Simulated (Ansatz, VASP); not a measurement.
## BAs in VASP and in Ansatz

The input POSCAR:

```
BAs
1.0
    2.1275493300      0.0000000000      0.0000000000
    0.0000000000      3.1740629400      0.0000000000
    0.0000000000      0.0000000000      4.9509801800
B As
1 1
Direct
    0.0000000000      0.5000000000      0.0000000000
    0.5000000000      0.5000000000      0.5000000000
```

File INCAR.step1:

```
SYSTEM = BAs
ALGO = Normal ; EDIFF = 1E-5
ENCUT = 600 ; GGA = PE
ISMEAR = -1 ; LASPH = .TRUE.
LCHARG = .FALSE. ; LREAL = .FALSE.
LWAVE = .TRUE. ; NBANDS = 11
NELM = 100 ; PREC = Accurate
SIGMA = 0.05
```

File INCAR.step2:

```
SYSTEM = BAs
AEXX = 0.25 ; ALGO = Normal
EDIFF = 1E-6 ; EDIFFG = -0.01
ENCUT = 600 ; GGA = PE
HFSCREEN = 0.3 ; IBRION = 2
ISIF = 3 ; ISMEAR = -1
ISTART = 1 ; LASPH = .TRUE.
LCHARG = .FALSE. ; LHFCALC = .TRUE.
LREAL = .FALSE. ; LWAVE = .FALSE.
NELM = 100 ; NSW = 60
PREC = Accurate ; PRECFOCK = Normal
SIGMA = 0.05
```

File KPOINTS:

```
k-points
0
G
  6 4 3
  0 0 0
```

File input:

```
crystal:
  lattice:
    - [2.12754933, 0.0, 0.0]
    - [0.0, 3.17406294, 0.0]
    - [0.0, 0.0, 4.95098018]
  atoms:
    - { symbol: B, position: [0.0, 0.5, 0.0] }
    - { symbol: As, position: [0.5, 0.5, 0.5] }
hamiltonian:
  xc: { exchange: pbe, correlation: pbe, exx: { coeff: 0.25, omega: 0.3 } }
  pseudopotentials: { kind: paw }
kpoints:
  mp_grid: { grid: [6, 4, 3] }
scf:
  occupations: { method: fermi_dirac, width: 0.05 }
output:
  forces: true
  stress: true
  eigenvalues: true
relax:
  f_tol: 0.01
  max_steps: 40
  cell: { stress_tol: 0.05 }
```

Alike in both runs: task relaxation of cell and atoms; functional PBE-based screened hybrid with a share of 0.25 of exact exchange and HFSCREEN = 0.3; k mesh 6 × 4 × 3; occupations fermi-dirac, width 0.05 eV; no spin polarisation.

|  | VASP | Ansatz |
| --- | --- | --- |
| version | VASP 6.6.1 | Ansatz 0.2.0 |
| potentials or method | VASP PAW PBE potentials, release 64 (B, As) | Ansatz PAW |
| plane-wave cutoff (eV) | 600 | 420 |
| valence electrons in the cell | 8 | 18 |

```csv
,VASP,Ansatz,Ansatz less VASP
"gap on the k mesh at the Fermi level, each at its own relaxed structure (eV)",none,none,-
relaxed volume (Å³/atom),12.54,12.57,+0.027
relaxed length of the cell vector where the two differ most in proportion (Å),2.648,2.651,+0.0033
```

VASP's potentials were made for PBE, not for PBE-based screened hybrid. A gap of «none» marks a metal or a gap that the smearing closes. VASP's potentials hold 8 valence electrons a cell and Ansatz's 18, so a difference there can come from the potentials and not from the codes.

The k mesh is coarse, so the values compare programs but aren't converged. Noted on VASP's run: the volume moved by over 15 % at a fixed basis, so the end points are rough. Noted on Ansatz's run: the volume moved by over 15 % at a fixed basis, so the end points are rough; the plane-wave basis is chosen anew once the cell has moved, so the energies of steps on either side of that aren't comparable.
